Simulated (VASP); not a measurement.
A run of VASP 6.6.1:

Contents of INCAR:

```
ALGO = Normal
EDIFF = 1E-8
ENCUT = 500
GGA_COMPAT = F
IBRION = 8
ISIF = 2
ISMEAR = -1
LASPH = T
LCHARG = T
LREAL = F
LWAVE = F
NELM = 120
NSW = 1
PREC = Accurate
SIGMA = 0.15
```

Contents of KPOINTS:

```
k-points
0
Gamma
  12 12 8
```

File POSCAR:

```
HfS2
1.0
    3.4686542081      0.0000000000      0.0000000000
   -1.7343271041      3.0039426611      0.0000000000
    0.0000000000      0.0000000000      5.3474417703
Hf S
1 2
Direct
    0.0000000000      0.0000000000      0.0000000000
    0.6666666667      0.3333333333      0.7255409509
    0.3333333333      0.6666666667      0.2744590491
```

Potentials or basis: VASP PAW LDA potentials, release 64 (Hf_pv, S).

The run is started by

```console
$ cat potpaw_LDA.64/Hf_pv/POTCAR potpaw_LDA.64/S/POTCAR > POTCAR
$ mpirun -np 1 vasp_std > vasp.out
```

Hardware: 1 thread of Intel(R) Xeon(R) 6975P-C (Granite Rapids) (shared host).

Task: How long does it take, and how much memory?

Result: Wall time 15 min on 1 thread of Intel(R) Xeon(R) 6975P-C (Granite Rapids), with other jobs on the host, peak memory 0.96 GiB. Counts: scf iterations 89, k points 131.
